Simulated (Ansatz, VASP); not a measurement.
# HgPt: VASP beside Ansatz

```
Hg Pt
1.0
     2.95106    0.00000    0.00000
     0.00000    2.95106    0.00000
     0.00000    0.00000    3.79933
Hg Pt
1 1
Direct
  0.00000 0.00000 0.00000
  0.50000 0.50000 0.50000
```

Change from the starting cell: volume scaled by 0.98, PAW files.

Alike in both runs: task electric field gradients; functional LDA; k mesh 12 × 12 × 10; occupations fermi-dirac, width 0.03 eV; no spin polarisation.

|  | VASP | Ansatz |
| --- | --- | --- |
| version | VASP 6.6.1 | Ansatz 0.2.0 |
| potentials or method | VASP PAW LDA potentials, release 64 (Hg, Pt) | PAW with Ansatz's default frozen-core files, scalar-relativistic |
| plane-wave cutoff (eV) | 520 | 420 |
| valence electrons in the cell | 22 | 38 |

```tsv
	VASP	Ansatz	Ansatz less VASP
pressure (GPa)	4.6	2.3	-2.27
traceless stress, the component that is largest in VASP (GPa)	0.62	0.48	-0.138
size of Vzz on the site where it differs most (V/Å²)	106.6	113.6	+7.04
```

LDA's correlation is that of Perdew and Zunger in VASP and of Perdew and Wang (1992) in Ansatz. VASP's potentials hold 22 valence electrons a cell and Ansatz's 38, so a difference there can come from the potentials and not from the codes.

Spin-orbit coupling is off throughout.
